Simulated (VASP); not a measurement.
# Cu in VASP: relaxation of the atoms with PBE

Aim: the relaxation of the atoms of Cu with PBE.

Everything below comes from runs of VASP 6.6.1. Logs are shortened: lines on timing, memory, paths and dates and some standing lists are left out, and cuts for length are marked.

## 1. The cell of the first run

The cell holds a slab with vacuum, 5 atoms: a = 2.567 Å, b = 2.567 Å, c = 24.382 Å, α = 90.00°, β = 90.00°, γ = 120.00°.

## 2. Relaxation of the atoms, PBE

The input, INCAR:

```
PREC     = Accurate       # precision mode
ENCUT    = 520            # plane-wave cutoff, eV
EDIFF    = 1E-6           # SCF threshold, eV
ISMEAR   = -1             # smearing method
SIGMA    = 0.1            # smearing width, eV
LREAL    = F              # projectors in reciprocal space
LASPH    = T              # aspherical terms in the spheres
NELM     = 60             # most SCF steps
ALGO     = Normal         # electronic algorithm
ISIF     = 2              # what is computed and relaxed
LWAVE    = F              # write WAVECAR
LCHARG   = F              # write CHGCAR
LDIPOL   = T            
IDIPOL   = 3            
DIPOL    = 0.5 0.5 0.500
GGA      = PE             # functional
IBRION   = 2              # ionic algorithm
NSW      = 60             # ionic steps
EDIFFG   = -0.01          # ionic threshold
```

The input, KPOINTS:

```
regular mesh
0
Gamma
  15 15 1
```

The input, POSCAR:

```
Cu
1.0
    2.5665139635      0.0000000000      0.0000000000
   -1.2832569818      2.2226662916      0.0000000000
    0.0000000000      0.0000000000     24.3822000000
Cu
5
Direct
    0.8333333330      0.1666666670      0.3281082204
    0.1666666670      0.8333333330      0.4140541100
    0.5000000000      0.5000000000      0.5000000000
    0.8333333330      0.1666666670      0.5859458900
    0.1666666670      0.8333333330      0.6718917796
```

Potentials or basis: VASP PAW PBE potentials, release 64 (Cu).

On the command line:

```sh
> cat potpaw_PBE.64/Cu/POTCAR > POTCAR
> mpirun -np 1 vasp_std > vasp.out
```

OUTCAR:

```text
PREC = Accurate
   ENCUT = 520
   EDIFF = 1E-6
   ISMEAR = -1
   LREAL = F
   LASPH = T
   NELM = 60
   ISIF = 2
   GGA = PE
   IBRION = 2
   NSW = 60
   EDIFFG = -0.01

 ion  position               nearest neighbor table
   1  0.833  0.167  0.328-   2 2.57   2 2.57   2 2.57
   2  0.167  0.833  0.414-   1 2.57   1 2.57   1 2.57   3 2.57   3 2.57   3 2.57
   3  0.500  0.500  0.500-   2 2.57   4 2.57   2 2.57   4 2.57   2 2.57   4 2.57
   4  0.833  0.167  0.586-   5 2.57   5 2.57   5 2.57   3 2.57   3 2.57   3 2.57
   5  0.167  0.833  0.672-   4 2.57   4 2.57   4 2.57

  LATTYP: Found a hexagonal cell.
 ALAT       =     2.5665139635
 C/A-ratio  =     9.5001236489

  Lattice vectors:

 A1 = (   2.5665139635,   0.0000000000,   0.0000000000)
 A2 = (  -1.2832569818,   2.2226662916,   0.0000000000)
 A3 = (   0.0000000000,   0.0000000000,  24.3822000000)

Analysis of symmetry for initial positions (statically):
=====================================================================
 Subroutine PRICEL returns:
 Original cell was already a primitive cell.

 Routine SETGRP: Setting up the symmetry group for a
 hexagonal supercell.

 Subroutine GETGRP returns: Found 12 space group operations
 (whereof  4 operations were pure point group operations)
 out of a pool of 24 trial point group operations.

The static configuration has the point symmetry C_2h.
 The point group associated with its full space group is D_3d.

Analysis of symmetry for dynamics (positions and initial velocities):
=====================================================================
 Subroutine PRICEL returns:
 Original cell was already a primitive cell.

 Routine SETGRP: Setting up the symmetry group for a
 hexagonal supercell.

 Subroutine GETGRP returns: Found 12 space group operations
 (whereof  4 operations were pure point group operations)
 out of a pool of 24 trial point group operations.

The dynamic configuration has the point symmetry C_2h.
 The point group associated with its full space group is D_3d.

 Subroutine INISYM returns: Found 12 space group operations
 (whereof  4 operations are pure point group operations),
 and found     1 'primitive' translations

----------------------------------------------------------------------------------------

                                     Primitive cell
[... 133 lines left out ...]
 NGX is ok and might be reduce to    20
   NGX =  9   NGY =  9   NGZ = 91

--------------------------------------- Ionic step        1  -------------------------------------------

 number of electron      54.9999972 magnetization

 Free energy of the ion-electron system (eV)
  ---------------------------------------------------
  ext. energy  EPLUGINS =         0.00000000
  ---------------------------------------------------
  free energy    TOTEN  =       -17.75680214 eV

  energy without entropy =      -17.71169662  energy(sigma->0) =      -17.73424938

------------------------ aborting loop because EDIFF is reached ----------------------------------------

  FORCE on cell =-STRESS in cart. coord.  units (eV):
  Direction    XX          YY          ZZ          XY          YZ          ZX
  --------------------------------------------------------------------------------------
  -------------------------------------------------------------------------------------
  Total       -1.1321941     -1.1321941     -0.1934365      0.0000000     -0.0000000      0.0000000
  in kB      -13.0418942    -13.0418942     -2.2282205      0.0000000     -0.0000000      0.0000000
  external PRESSURE =      -9.4373363 kB  Pullay stress =       0.0000000 kB
[... 26 lines left out ...]
--------------------------------------- Ionic step        2  -------------------------------------------

 number of electron      54.9999973 magnetization

 dipolmoment           0.000000      0.000000      0.000000 electrons x Angstroem

------------------------ aborting loop because EDIFF is reached ----------------------------------------

  FORCE on cell =-STRESS in cart. coord.  units (eV):
  Direction    XX          YY          ZZ          XY          YZ          ZX
  --------------------------------------------------------------------------------------
  -------------------------------------------------------------------------------------
  Total       -1.1224467     -1.1224467     -0.1700866      0.0000000      0.0000000     -0.0000000
  in kB      -12.9296135    -12.9296135     -1.9592504      0.0000000      0.0000000     -0.0000000
  external PRESSURE =      -9.2728258 kB  Pullay stress =       0.0000000 kB
[... 26 lines left out ...]
--------------------------------------- Ionic step        3  -------------------------------------------

 number of electron      54.9999976 magnetization

 dipolmoment           0.000000      0.000000     -0.000000 electrons x Angstroem

 Free energy of the ion-electron system (eV)
  ---------------------------------------------------
  ext. energy  EPLUGINS =         0.00000000
  ---------------------------------------------------
  free energy    TOTEN  =       -17.75726963 eV

  energy without entropy =      -17.71209595  energy(sigma->0) =      -17.73468279

 E-fermi :   0.5340     XC(G=0):  -6.1729

 val. band max:        0.4659222260   @ k =   0.4667   0.0667   0.0000
 cond. band min:       0.5355278172   @ k =   0.2667   0.0667   0.0000
 fundamental gap:      0.0696055912
 Fermi energy:         0.5340230015

 k-point     1 :       0.0000    0.0000    0.0000
  band No.  band energies     occupation
      1      -8.4698      2.00000
      2      -7.5880      2.00000
      3      -6.2882      2.00000
      4      -5.0149      2.00000
      5      -4.5473      2.00000
      6      -2.6337      2.00000
[... 853 lines left out ...]
     32       6.0547      0.00000
     33       6.7469      0.00000

 [... further k-points ...]

------------------------ aborting loop because EDIFF is reached ----------------------------------------

 vacuum level on the upper side and lower side of the slab       (xc-potential included)        -0.010        -0.010

  FORCE on cell =-STRESS in cart. coord.  units (eV):
  Direction    XX          YY          ZZ          XY          YZ          ZX
  --------------------------------------------------------------------------------------
  -------------------------------------------------------------------------------------
  Total       -1.0964290     -1.0964290     -0.1234444      0.0000000     -0.0000000     -0.0000000
  in kB      -12.6299122    -12.6299122     -1.4219729      0.0000000     -0.0000000     -0.0000000
  external PRESSURE =      -8.8939324 kB  Pullay stress =       0.0000000 kB
[... 20 lines left out ...]
  FREE ENERGIE OF THE ION-ELECTRON SYSTEM (eV)
  ---------------------------------------------------
  free  energy   TOTEN  =       -17.7572696276 eV

  energy  without entropy=      -17.7120959521  energy(sigma->0) =      -17.73468279

 reached required accuracy - stopping structural energy minimisation

 vacuum level on the upper side and lower side of the slab         5.299         5.299
```

OSZICAR:

```text
N       E                     dE             d eps       ncg     rms          rms(c)
DAV:   1     0.464733060774E+03    0.46473E+03   -0.24451E+04  1790   0.221E+03
DAV:   2     0.226108352867E+02   -0.44212E+03   -0.43167E+03  1782   0.417E+02
DAV:   3    -0.199776444980E+02   -0.42588E+02   -0.40680E+02  1913   0.186E+02
[... 32 lines left out ...]
DAV:   2    -0.177572848741E+02   -0.37669E-03   -0.39992E-03  2700   0.722E-01    0.327E-02
DAV:   3    -0.177572793942E+02    0.54799E-05   -0.10556E-04  2160   0.360E-01    0.249E-02
DAV:   4    -0.177572757955E+02    0.35987E-05   -0.22659E-05  2556   0.188E-01    0.203E-02
DAV:   5    -0.177572702758E+02    0.55197E-05   -0.29644E-05  2603   0.794E-02    0.532E-03
DAV:   6    -0.177572696276E+02    0.64826E-06   -0.42556E-06  1517   0.643E-02
   3 F= -.17757270E+02 E0= -.17734683E+02  d E =-.467491E-03
```

Wall time 9.9 min (1 thread of Oxide Virtual Turin-like, shared host); peak memory 0.27 GiB.

What came out:

```yaml
Free_energy: -17.7573 eV
Energy_gained_by_relaxing: 0.1 meV/atom
Ionic_steps: 3
Largest_force_after_relaxing: 0.009 eV/Å
Band_gap_on_the_k_mesh: zero (an odd number of electrons rules out a gap without spin polarisation)
```

Forces on the atoms (eV/Å):
```
Cu   0.000  0.000  0.008
Cu   0.000  0.000  0.009
Cu   0.000  0.000  0.000
Cu   0.000  0.000 -0.009
Cu   0.000  0.000 -0.008
```

The path:
```
step  energy change (eV)  largest force (eV/Å)  pressure (GPa)
   1              0.0000                0.0472           -0.94
   2             -0.0003                0.0288           -0.93
   3             -0.0005                0.0088           -0.89
```

Final structure:
```
Cu
1.0
     2.56651    0.00000    0.00000
    -1.28326    2.22267    0.00000
     0.00000    0.00000   24.38220
Cu
5
Cartesian
  1.9249 0.3704 8.0050
  -0.6416 1.8522 10.0900
  0.6416 1.1113 12.1911
  1.9249 0.3704 14.2922
  -0.6416 1.8522 16.3772
```

Levels at points of the mesh, in eV from the Fermi level:
```csv
k point,band 26,band 27,band 28,band 29,band 30,band 31
"(0.00, 0.00, 0.00)",-1.69,-1.69,-1.63,-1.63,-0.98,-0.28
```
